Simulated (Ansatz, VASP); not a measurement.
One calculation of MgO, two programs

The input INCAR:

```
SYSTEM = MgO
PREC = Accurate
ENCUT = 600
EDIFF = 1E-6
ISMEAR = 1
SIGMA = 0.05
LREAL = .FALSE.
LASPH = .TRUE.
NELM = 120
ALGO = Normal
ISIF = 2
LWAVE = .FALSE.
LCHARG = .FALSE.
GGA = PE
NBANDS = 11
GGA_COMPAT = .FALSE.
```

File KPOINTS:

```
Automatic mesh
0
G
  9 9 9
  0 0 0
```

File POSCAR:

```
MgO
1.0
    0.0000000000      2.1380000000      2.1380000000
    2.1380000000      0.0000000000      2.1380000000
    2.1380000000      2.1380000000      0.0000000000
Mg O
1 1
Direct
    0.0000000000      0.0000000000      0.0000000000
    0.5000000000      0.5000000000      0.5000000000
```

Input for Ansatz:

```yaml
crystal:
  lattice:
    - [0.0, 2.138, 2.138]
    - [2.138, 0.0, 2.138]
    - [2.138, 2.138, 0.0]
  atoms:
    - { symbol: Mg, position: [0.0, 0.0, 0.0] }
    - { symbol: O, position: [0.5, 0.5, 0.5] }
hamiltonian:
  xc: pbe
  pseudopotentials: { kind: paw }
basis:
  ecutwfc: 420
kpoints:
  mp_grid: { grid: [9, 9, 9] }
scf:
  occupations: { method: cold, width: 0.05 }
  lower_state_search: "off"
  max_iter: 70
output:
  forces: true
  stress: true
```

Alike in both runs: task single point; functional PBE; k mesh 9 × 9 × 9; no spin polarisation.

|  | VASP | Ansatz |
| --- | --- | --- |
| version | VASP 6.6.1 | Ansatz 0.2.0 |
| potentials or method | VASP PAW PBE potentials, release 64 (Mg, O), cutoff 600 eV | PAW, plane waves, scalar-relativistic |
| occupations | methfessel-paxton of order 1, width 0.05 eV | cold, width 0.05 eV |
| valence electrons in the cell | 8 | 16 |

VASP gave:

| Property | Result |
| --- | --- |
| pressure (GPa) | -3.3 |

What did Ansatz give for the same quantities?

Pressure (GPa): -2.3.

VASP's potentials hold 8 valence electrons a cell and Ansatz's 16, so a difference there can come from the potentials and not from the codes.
